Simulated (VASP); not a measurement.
The system is AlN.

```
CELL_PARAMETERS angstrom
3.10669 0.00000 0.00000
-1.55335 2.69048 0.00000
0.00000 0.00000 4.97859
ATOMIC_POSITIONS crystal
Al 0.33333 0.66667 0.99920
Al 0.66667 0.33333 0.49920
N 0.33333 0.66667 0.38080
N 0.66667 0.33333 0.88080
```

Program: VASP 6.6.1. Alike in all runs: task single point; no spin polarisation; cell as given; cutoff (eV) 520; smearing gaussian 0.01 eV.

Problem. Order these runs on this cell by their pressure, lowest first.
A. level PBE; potentials or basis VASP PAW PBE potentials, release 64 (Al, N); k mesh 6 × 6 × 4
B. level PBE0; potentials or basis VASP PAW PBE potentials, release 64 (Al, N); k mesh 6 × 6 × 4; grid for exact exchange (PRECFOCK) Normal; share of exact exchange 0.25
C. level LDA; potentials or basis VASP PAW LDA potentials, release 64 (Al, N); k mesh 12 × 12 × 6

Solution. C (-3.2 GPa), B (-0.8 GPa), A (4.4 GPa).

Caveats: the cell stands under tension (at least some runs); the PAW data sets were made with another functional, which shifts forces and pressure a little (at least some runs); the cell stands under pressure (at least some runs).
